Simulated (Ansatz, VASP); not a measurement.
Two plane-wave programs on Ag

Contents of POSCAR:

```
Ag
1.0
   -1.5525542660      1.5525542660      1.6342676484
    1.5525542660     -1.5525542660      1.6342676484
    1.5525542660      1.5525542660     -1.6342676484
Ag
1
Direct
    0.0000000000      0.0000000000      0.0000000000
```

INCAR.step1

```
  PREC = Accurate
  ENCUT = 520
  ISMEAR = 0
  SIGMA = 0.15
  LREAL = False
  LASPH = True
  NELM = 60
  NBANDS = 12
  GGA = PE
  ALGO = Normal
  EDIFF = 1E-4
  LWAVE = True
  LCHARG = False
```

Contents of INCAR.step2:

```
  PREC = Accurate
  ENCUT = 520
  EDIFF = 1E-6
  ISMEAR = 0
  SIGMA = 0.15
  LREAL = False
  LASPH = True
  NELM = 60
  ALGO = Normal
  ISIF = 2
  LWAVE = False
  LCHARG = True
  METAGGA = R2SCAN
  LMIXTAU = True
  LELF = True
  LVHAR = True
  NBANDS = 12
  ISTART = 1
```

The input KPOINTS:

```
regular mesh
0
Gamma
  26 26 26
```

Input for Ansatz:

```yaml
crystal:
  lattice:
    - [-1.552554266, 1.552554266, 1.6342676484]
    - [1.552554266, -1.552554266, 1.6342676484]
    - [1.552554266, 1.552554266, -1.6342676484]
  atoms:
    - { symbol: Ag, position: [0.0, 0.0, 0.0] }
basis:
  ecutwfc: 500
kpoints:
  mp_grid: { grid: [26, 26, 26] }
hamiltonian:
  xc: r2scan
scf:
  occupations: { method: gaussian, width: 0.15 }
output:
  forces: true
  stress: true
  eigenvalues: true
```

Change from the starting cell: strain -0.050 along x and y, +0.000 along z, atoms carried along.

Alike in both runs: task single point; functional r2SCAN; k mesh 26 × 26 × 26; occupations gaussian, width 0.15 eV; no spin polarisation.

|  | VASP | Ansatz |
| --- | --- | --- |
| version | VASP 6.6.1 | Ansatz 0.2.0 |
| potentials or method | VASP PAW PBE potentials, release 64 (Ag), cutoff 520 eV | scalar-relativistic, plane waves, PAW |
| valence electrons in the cell | 11 | 19 |

```tsv
	VASP	Ansatz	Ansatz less VASP
gap on the k mesh at the Fermi level (eV)	none	none	-
pressure (GPa)	13.7	13.3	-0.34
traceless stress, the component that is largest in VASP (GPa)	0.59	0.58	-0.005
```

VASP's potentials were made for PBE, not for r2SCAN. A gap of «none» marks a metal or a gap that the smearing closes. VASP's potentials hold 11 valence electrons a cell and Ansatz's 19, so a difference there can come from the potentials and not from the codes.
